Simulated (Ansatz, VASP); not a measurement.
**Two plane-wave programs on InGa2O**

```
CELL_PARAMETERS angstrom
4.25075 0.00000 0.00000
0.00000 4.25075 0.00000
0.00000 0.00000 4.01023
ATOMIC_POSITIONS crystal
In 0.50000 0.50000 0.00000
Ga 0.50000 0.00000 0.50000
Ga 0.00000 0.50000 0.50000
O 0.00000 0.00000 0.00000
```

Change from the starting cell: species swapped into the FeNiPt2 type (P4/mmm, No. 123).

Alike in both runs: task single point; functional PBE; k mesh 4 × 4 × 4; occupations gaussian, width 0.1 eV; no spin polarisation.

|  | VASP | Ansatz |
| --- | --- | --- |
| version | VASP 6.6.1 | Ansatz 0.2.0 |
| potentials or method | VASP PAW PBE potentials, release 64 (In_d, Ga_d, O), cutoff 520 eV | scalar-relativistic, plane waves, PAW |
| valence electrons in the cell | 45 | 45 |

Ansatz gave:

```
gap on the k mesh at the Fermi level (eV)                     : none
pressure (GPa)                                                : 0.8
traceless stress, the component that is largest in VASP (GPa) : 2.33
```

Task: What did VASP give for the same quantities?

Result: gap on the k mesh at the Fermi level (eV): none; pressure (GPa): 0.8; traceless stress, the component that is largest in VASP (GPa): 2.34.

A gap of «none» marks a metal or a gap that the smearing closes.

The k mesh is coarse, so the values compare programs but aren't converged.
